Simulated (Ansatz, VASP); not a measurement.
## Two plane-wave programs on Tl

File INCAR:

```
SYSTEM = Tl
PREC     = Accurate       ! precision mode
ENCUT    = 520            ! plane-wave cutoff, eV
EDIFF    = 1E-6           ! SCF threshold, eV
ISMEAR   = 0              ! smearing method
SIGMA    = 0.15           ! smearing width, eV
LREAL    = .FALSE.        ! projectors in reciprocal space
LASPH    = .TRUE.         ! aspherical terms in the spheres
NELM     = 100            ! most SCF steps
ALGO     = Normal         ! electronic algorithm
ISIF     = 2              ! what is computed and relaxed
LWAVE    = .FALSE.        ! write WAVECAR
LCHARG   = .FALSE.        ! write CHGCAR
GGA      = PE             ! functional
IVDW     = 12             ! dispersion correction
NBANDS   = 12             ! bands
```

Contents of KPOINTS:

```
regular mesh
0
G
  18 18 18
  0 0 0
```

The input POSCAR:

```
Tl
1.0
   -2.0380500000      2.0380500000      2.0380500000
    2.0380500000     -2.0380500000      2.0380500000
    2.0380500000      2.0380500000     -2.0380500000
Tl
1
Direct
    0.0000000000      0.0000000000      0.0000000000
```

Input for Ansatz:

```yaml
crystal:
  lattice:
    - [-2.03805, 2.03805, 2.03805]
    - [2.03805, -2.03805, 2.03805]
    - [2.03805, 2.03805, -2.03805]
  atoms:
    - { symbol: Tl, position: [0.0, 0.0, 0.0] }
basis:
  ecutwfc: 420
kpoints:
  mp_grid: { grid: [18, 18, 18] }
hamiltonian:
  xc: pbe
  dispersion: d3bj
scf:
  occupations: { method: gaussian, width: 0.15 }
output:
  forces: true
  stress: true
  eigenvalues: true
```

Change from the starting cell: strain +0.050 along x and y, +0.050 along z, atoms carried along.

Alike in both runs: task single point; functional PBE; dispersion D3(BJ); k mesh 18 × 18 × 18; occupations gaussian, width 0.15 eV; no spin polarisation.

|  | VASP | Ansatz |
| --- | --- | --- |
| version | VASP 6.6.1 | Ansatz 0.2.0 |
| potentials or method | VASP PAW PBE potentials, release 64 (Tl_d), cutoff 520 eV | scalar-relativistic, plane waves, PAW |
| valence electrons in the cell | 13 | 13 |

|  | VASP | Ansatz | Ansatz less VASP |
| --- | --- | --- | --- |
| gap on the k mesh at the Fermi level (eV) | none | none | - |
| pressure (GPa) | -3.1 | -3.0 | +0.05 |

A gap of «none» marks a metal or a gap that the smearing closes.

Spin-orbit coupling is off throughout.
